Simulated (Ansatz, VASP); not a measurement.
**GaP in VASP and in Ansatz**

```
Ga P
1.0
     0.00000    2.68842    2.68842
     2.68842    0.00000    2.68842
     2.68842    2.68842    0.00000
Ga P
1 1
Direct
  0.00000 0.00000 0.00000
  0.75000 0.75000 0.75000
```

Change from the starting cell: volume scaled by 0.96.

Alike in both runs: task single point; functional PBE; k mesh 10 × 10 × 10; occupations fermi-dirac, width 0.05 eV; no spin polarisation.

|  | VASP | Ansatz |
| --- | --- | --- |
| version | VASP 6.6.1 | Ansatz 0.2.0 |
| potentials or method | VASP PAW PBE potentials, release 64 (Ga_d, P), cutoff 520 eV | all-electron LAPW, scalar-relativistic |

Ansatz gave:

```
pressure (GPa) : 6.4
```

Task: What did VASP give for the same quantities?

Result: Pressure (GPa): 6.3.

Ansatz ran all-electron here, and VASP with PAW potentials.
